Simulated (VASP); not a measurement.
# TaN (P-6m2) in VASP: a series of runs, part 2 of 2

VASP 6.6.1. The steps go on from the part before.

## Step 3: Vibrations by perturbation theory, PBEsol

Contents of INCAR:

```
SYSTEM = TaN
ALGO = Normal
EDIFF = 1E-8
ENCUT = 520
GGA = PS
IBRION = 8
ISIF = 2
ISMEAR = -1
LASPH = .TRUE.
LCHARG = .FALSE.
LREAL = .FALSE.
LWAVE = .FALSE.
NBANDS = 15
NELM = 80
NSW = 1
PREC = Accurate
SIGMA = 0.05
```

Contents of KPOINTS:

```
k-points
0
G
  10 10 8
  0 0 0
```

Contents of POSCAR:

```
TaN
1.0
    2.9380000000      0.0000000000      0.0000000000
   -1.4690000000      2.5443826363      0.0000000000
    0.0000000000      0.0000000000      2.8830000000
Ta N
1 1
Direct
    0.0000000000      0.0000000000      0.5000000000
    0.6666666667      0.3333333333      0.0000000000
```

Potentials or basis: VASP PAW PBE potentials, release 64 (Ta_pv, N).

Started as:

```console
cat potpaw_PBE.64/Ta_pv/POTCAR potpaw_PBE.64/N/POTCAR > POTCAR
mpirun -np 1 vasp_std > vasp.out
```

OUTCAR:

```text
SYSTEM = TaN
   EDIFF = 1E-8
   ENCUT = 520
   GGA = PS
   IBRION = 8
   ISIF = 2
   ISMEAR = -1
   LASPH = .TRUE.
   LREAL = .FALSE.
   NELM = 80
   NSW = 1
   PREC = Accurate

 ion  position               nearest neighbor table
   1  0.000  0.000  0.500-   2 2.23   2 2.23   2 2.23   2 2.23   2 2.23   2 2.23
   2  0.667  0.333  0.000-   1 2.23   1 2.23   1 2.23   1 2.23   1 2.23   1 2.23

  LATTYP: Found a hexagonal cell.
 ALAT       =     2.9380000000
 C/A-ratio  =     0.9812797822

  Lattice vectors:

 A1 = (   2.9380000000,   0.0000000000,   0.0000000000)
 A2 = (  -1.4690000000,   2.5443826363,   0.0000000000)
 A3 = (   0.0000000000,   0.0000000000,   2.8830000000)

Analysis of symmetry for initial positions (statically):
=====================================================================
 Subroutine PRICEL returns:
 Original cell was already a primitive cell.

 Routine SETGRP: Setting up the symmetry group for a
 hexagonal supercell.

 Subroutine GETGRP returns: Found 12 space group operations
 (whereof 12 operations were pure point group operations)
 out of a pool of 24 trial point group operations.

The static configuration has the point symmetry D_3h.

Analysis of symmetry for dynamics (positions and initial velocities):
=====================================================================
 Subroutine PRICEL returns:
 Original cell was already a primitive cell.

 Routine SETGRP: Setting up the symmetry group for a
[... 619 lines left out ...]
      1.46900      0.84813      0.00000         0.000000     -0.000000      0.000000
 -----------------------------------------------------------------------------------
    total drift:                               -0.000000      0.000000      0.000000

  FREE ENERGIE OF THE ION-ELECTRON SYSTEM (eV)
  ---------------------------------------------------
  free  energy   TOTEN  =       -23.8025245159 eV

  energy  without entropy=      -23.8020100072  energy(sigma->0) =      -23.80226726

[... ionic steps 2 to 3 ...]

--------------------------------------- Ionic step        4  -------------------------------------------

------------------------ aborting loop because EDIFF is reached ----------------------------------------
[... 11 lines left out ...]
[... ionic steps 8 to 8 ...]

--------------------------------------- Ionic step        9  -------------------------------------------

 Free energy of the ion-electron system (eV)
  ---------------------------------------------------
  ---------------------------------------------------
  free energy    TOTEN  =        -0.23307764 eV

  energy without entropy =       -0.23307764

------------------------ aborting loop because EDIFF is reached ----------------------------------------

 INTERNAL STRAIN TENSOR  FOR ION    2  DIRECTION 3   (eV/Angst):
 -----------------------------------------------------------------------------
     0.00158  0.00000  0.00000
     0.00000  0.00158  0.00000
     0.00000 -0.00000  0.01002

 INTERNAL STRAIN TENSOR FOR ION    2 for displacements in x,y,z  (eV/Angst):
          X           Y           Z          XY          YZ          ZX
  --------------------------------------------------------------------------------
  x     0.00000     0.00000     0.00000    -1.77085     0.00000     0.00000
  y    -1.77085     1.77085     0.00000     0.00000     0.00000     0.00000
  z     0.00000     0.00000     0.00000     0.00000     0.00000     0.00000

 SECOND DERIVATIVES (NOT SYMMETRIZED)
 ------------------------------------
               1X          1Y          1Z          2X          2Y          2Z
  1X   -13.069264    0.000000    0.000000   13.069264   -0.000000    0.000000
  1Y    -0.000000  -13.069264    0.000000    0.000000   13.069264    0.000000
  1Z    -0.000000    0.000000  -13.823766    0.000000   -0.000000   13.823766
  2X    13.069361    0.000000    0.000000  -13.069361    0.000000    0.000000
  2Y     0.000000   13.069361    0.000000    0.000000  -13.069361    0.000000
  2Z     0.000000    0.000000   13.819397   -0.000000    0.000000  -13.819397

 Eigenvectors and eigenvalues of the dynamical matrix
 ----------------------------------------------------

   1 f  =   16.121457 THz   101.294100 2PiTHz  537.753912 cm-1    66.672958 meV
             X         Y         Z           dx          dy          dz
      0.000000  0.000000  1.441500    -0.000000    0.000000   -0.268030
      1.469000  0.848128  0.000000     0.000000   -0.000000    0.963411
[... 21 lines left out ...]
   6 f/i=    0.000658 THz     0.004134 2PiTHz    0.021947 cm-1     0.002721 meV
             X         Y         Z           dx          dy          dz
      0.000000  0.000000  1.441500    -0.000000    0.000000   -0.963411
      1.469000  0.848128  0.000000     0.000000    0.000000   -0.268030

--------------------------------------------------------------------------------------------------------

 ELASTIC MODULI CONTR FROM IONIC RELAXATION (kBar)
 Direction    XX          YY          ZZ          XY          YZ          ZX
 --------------------------------------------------------------------------------
 XX          -7.9664      7.9664      0.0000     -0.0000      0.0000      0.0000
 YY           7.9664     -7.9664      0.0000     -0.0000      0.0000      0.0000
 ZZ           0.0000      0.0000      0.0000      0.0000      0.0000      0.0000
 XY          -0.0000     -0.0000      0.0000     -7.9664      0.0000      0.0000
 YZ           0.0000      0.0000      0.0000      0.0000      0.0000      0.0000
 ZX           0.0000      0.0000      0.0000      0.0000      0.0000      0.0000
 --------------------------------------------------------------------------------
```

OSZICAR:

```text
N       E                     dE             d eps       ncg     rms          rms(c)
DAV:   1     0.936710122895E+02    0.93671E+02   -0.89807E+03  2100   0.113E+03
DAV:   2    -0.231571242332E+02   -0.11683E+03   -0.11068E+03  2520   0.305E+02
DAV:   3    -0.261289722197E+02   -0.29718E+01   -0.29598E+01  2401   0.473E+01
[... 76 lines left out ...]
RMM:   9    -0.233077889488E+00   -0.61004E-06   -0.12680E-09  5010   0.176E-04    0.192E-05
RMM:  10    -0.233077567341E+00    0.32215E-06   -0.37303E-09  5199   0.478E-05    0.562E-06
RMM:  11    -0.233077623055E+00   -0.55714E-07   -0.13642E-11  5198   0.138E-05    0.875E-07
RMM:  12    -0.233077637427E+00   -0.14372E-07   -0.32808E-09  5021   0.367E-06    0.326E-07
RMM:  13    -0.233077635905E+00    0.15218E-08    0.68085E-10  2696   0.112E-06    0.567E-08
 Linear response finished
```

stdout:

```text
POSCAR found type information on POSCAR TaN
 POSCAR found :  2 types and       2 ions
 scaLAPACK will be used
 -----------------------------------------------------------------------------
|                                                                             |
|                                                                             |
|     You enforced a specific xc type in the INCAR file but a different       |
|     I HOPE YOU KNOW WHAT YOU ARE DOING!                                     |
|                                                                             |
 -----------------------------------------------------------------------------

 LDA part: xc-table for (Slater+PW92), standard interpolation
 POSCAR, INCAR and KPOINTS ok, starting setup
 FFT: planning ... GRIDC
 FFT: planning ... GRID_SOFT
 FFT: planning ... GRID
 WAVECAR not read
 entering main loop
 Linear response reoptimize wavefunctions to high precision
 Linear response DOF=           4
 Linear response progress:
 first order change of Fermi-energy  -0.52110E-04
 force on displaced ion       1 direction 1 : -13.069   0.000   0.000
 Linear response progress:
 first order change of Fermi-energy  -0.95803E-03
 force on displaced ion       1 direction 3 :  -0.000   0.000 -13.824
 Linear response progress:
 first order change of Fermi-energy   0.22168E-04
 force on displaced ion       2 direction 1 : -13.069   0.001   0.000
 Linear response progress:
 first order change of Fermi-energy  -0.11779E-03
 force on displaced ion       2 direction 3 :   0.000  -0.000 -13.819
 Linear response finished
```

Wall time 6.3 min (1 thread of AMD EPYC 7R43 (Zen 3), shared host); peak memory 0.31 GiB.

Results:

* Highest phonon frequency at Γ, LO-TO splitting left out: 538 cm⁻¹

Phonon frequencies in cm⁻¹ (negative: imaginary):
```csv
q point,frequencies
"(0.000, 0.000, 0.000)",0 0 0 523 523 538
```

Caveat: the cell wasn't relaxed at this level first, which shifts response properties; spin-orbit coupling is left out, which moves the levels of the heavy elements.

## Step 4: Vibrations by perturbation theory, PBEsol

Contents of INCAR:

```
PREC = Accurate
ENCUT = 520
EDIFF = 1E-8
ISMEAR = -1
SIGMA = 0.05
LREAL = F
LASPH = T
NELM = 100
ALGO = Normal
ISIF = 2
LWAVE = F
LCHARG = T
GGA = PS
IBRION = 8
NSW = 1
```

Contents of KPOINTS:

```
regular mesh
0
Gamma
  10 10 9
```

POSCAR is that of step 3.

Potentials or basis: VASP PAW PBE potentials, release 64 (Ta_pv, N).

Started as:

```console
cat potpaw_PBE.64/Ta_pv/POTCAR potpaw_PBE.64/N/POTCAR > POTCAR
mpirun -np 1 vasp_std > vasp.out
```

OUTCAR:

```text
PREC = Accurate
   ENCUT = 520
   EDIFF = 1E-8
   ISMEAR = -1
   LREAL = F
   LASPH = T
   NELM = 100
   ISIF = 2
   GGA = PS
   IBRION = 8
   NSW = 1

 ion  position               nearest neighbor table
   1  0.000  0.000  0.500-   2 2.23   2 2.23   2 2.23   2 2.23   2 2.23   2 2.23
   2  0.667  0.333  0.000-   1 2.23   1 2.23   1 2.23   1 2.23   1 2.23   1 2.23

  LATTYP: Found a hexagonal cell.
 ALAT       =     2.9380000000
 C/A-ratio  =     0.9812797822

  Lattice vectors:

 A1 = (   2.9380000000,   0.0000000000,   0.0000000000)
 A2 = (  -1.4690000000,   2.5443826363,   0.0000000000)
 A3 = (   0.0000000000,   0.0000000000,   2.8830000000)

Analysis of symmetry for initial positions (statically):
=====================================================================
 Subroutine PRICEL returns:
 Original cell was already a primitive cell.

 Routine SETGRP: Setting up the symmetry group for a
 hexagonal supercell.

 Subroutine GETGRP returns: Found 12 space group operations
 (whereof 12 operations were pure point group operations)
 out of a pool of 24 trial point group operations.

The static configuration has the point symmetry D_3h.

Analysis of symmetry for dynamics (positions and initial velocities):
=====================================================================
 Subroutine PRICEL returns:
 Original cell was already a primitive cell.

 Routine SETGRP: Setting up the symmetry group for a
 hexagonal supercell.

 Subroutine GETGRP returns: Found 12 space group operations
[... 544 lines left out ...]
      1.46900      0.84813      0.00000         0.000000     -0.000000      0.000000
 -----------------------------------------------------------------------------------
    total drift:                               -0.000000      0.000000      0.000000

  FREE ENERGIE OF THE ION-ELECTRON SYSTEM (eV)
  ---------------------------------------------------
  free  energy   TOTEN  =       -23.8034318917 eV

  energy  without entropy=      -23.8031031150  energy(sigma->0) =      -23.80326750

[... ionic steps 2 to 3 ...]

--------------------------------------- Ionic step        4  -------------------------------------------

------------------------ aborting loop because EDIFF is reached ----------------------------------------
[... 11 lines left out ...]
[... ionic steps 8 to 8 ...]

--------------------------------------- Ionic step        9  -------------------------------------------

 Free energy of the ion-electron system (eV)
  ---------------------------------------------------
  ---------------------------------------------------
  free energy    TOTEN  =        -0.23304547 eV

  energy without entropy =       -0.23304547

------------------------ aborting loop because EDIFF is reached ----------------------------------------

 INTERNAL STRAIN TENSOR  FOR ION    2  DIRECTION 3   (eV/Angst):
 -----------------------------------------------------------------------------
     0.00399  0.00000  0.00000
     0.00000  0.00399  0.00000
     0.00000  0.00000  0.00561

 INTERNAL STRAIN TENSOR FOR ION    2 for displacements in x,y,z  (eV/Angst):
          X           Y           Z          XY          YZ          ZX
  --------------------------------------------------------------------------------
  x    -0.00000    -0.00000     0.00000    -1.56327     0.00000     0.00000
  y    -1.56327     1.56327     0.00000     0.00000     0.00000     0.00000
  z     0.00000     0.00000     0.00000     0.00000     0.00000     0.00000

 SECOND DERIVATIVES (NOT SYMMETRIZED)
 ------------------------------------
               1X          1Y          1Z          2X          2Y          2Z
  1X   -13.111826    0.000000    0.000000   13.111826    0.000000    0.000000
  1Y     0.000000  -13.111826    0.000000    0.000000   13.111826    0.000000
  1Z     0.000000    0.000000  -13.818396    0.000000    0.000000   13.818396
  2X    13.110299   -0.000000    0.000000  -13.110299    0.000000    0.000000
  2Y     0.000000   13.110299    0.000000   -0.000000  -13.110299    0.000000
  2Z     0.000000   -0.000000   13.811312    0.000000    0.000000  -13.811312

 Eigenvectors and eigenvalues of the dynamical matrix
 ----------------------------------------------------

   1 f  =   16.116854 THz   101.265180 2PiTHz  537.600383 cm-1    66.653922 meV
             X         Y         Z           dx          dy          dz
      0.000000  0.000000  1.441500     0.000000    0.000000   -0.268054
      1.469000  0.848128  0.000000     0.000000   -0.000000    0.963404
[... 21 lines left out ...]
   6 f/i=    0.001067 THz     0.006706 2PiTHz    0.035600 cm-1     0.004414 meV
             X         Y         Z           dx          dy          dz
      0.000000  0.000000  1.441500     0.000000   -0.000000    0.963404
      1.469000  0.848128  0.000000     0.000000   -0.000000    0.268054

--------------------------------------------------------------------------------------------------------

 ELASTIC MODULI CONTR FROM IONIC RELAXATION (kBar)
 Direction    XX          YY          ZZ          XY          YZ          ZX
 --------------------------------------------------------------------------------
 XX          -5.3962      5.3962      0.0000      0.0000      0.0000      0.0000
 YY           5.3962     -5.3962      0.0000     -0.0000      0.0000      0.0000
 ZZ           0.0000      0.0000      0.0000      0.0000      0.0000      0.0000
 XY           0.0000     -0.0000      0.0000     -5.3962      0.0000      0.0000
 YZ           0.0000      0.0000      0.0000      0.0000      0.0000      0.0000
 ZX           0.0000      0.0000      0.0000      0.0000      0.0000      0.0000
 --------------------------------------------------------------------------------
```

OSZICAR:

```text
N       E                     dE             d eps       ncg     rms          rms(c)
DAV:   1     0.925573138185E+02    0.92557E+02   -0.93098E+03  1688   0.139E+03
DAV:   2    -0.224443866837E+02   -0.11500E+03   -0.10974E+03  1948   0.345E+02
DAV:   3    -0.261036966150E+02   -0.36593E+01   -0.36180E+01  2036   0.593E+01
[... 84 lines left out ...]
RMM:   8    -0.233047399688E+00   -0.56033E-05   -0.16246E-07  4364   0.152E-03    0.227E-04
RMM:   9    -0.233046046495E+00    0.13532E-05   -0.23702E-08  4362   0.480E-04    0.524E-05
RMM:  10    -0.233045471287E+00    0.57521E-06   -0.52601E-09  4588   0.163E-04    0.173E-05
RMM:  11    -0.233045447751E+00    0.23537E-07    0.17186E-10  4698   0.398E-05    0.369E-06
RMM:  12    -0.233045467050E+00   -0.19300E-07   -0.34228E-09  4418   0.130E-05    0.111E-06
RMM:  13    -0.233045467711E+00   -0.66096E-09   -0.52579E-09  3317   0.392E-06    0.339E-07
 Linear response finished
```

It took 2.7 min on 1 thread of Intel Xeon Platinum 8488C (Sapphire Rapids), shared host; peak memory 0.32 GiB.

What came out:

| Quantity | Value |
| --- | --- |
| Highest phonon frequency at Γ, LO-TO splitting left out | 538 cm⁻¹ |

Phonon frequencies in cm⁻¹ (negative: imaginary):
```csv
q point,frequencies
"(0.000, 0.000, 0.000)",0 0 0 524 524 538
```

Caveat: the cell wasn't relaxed at this level first, which shifts response properties; spin-orbit coupling is left out, which moves the levels of the heavy elements.
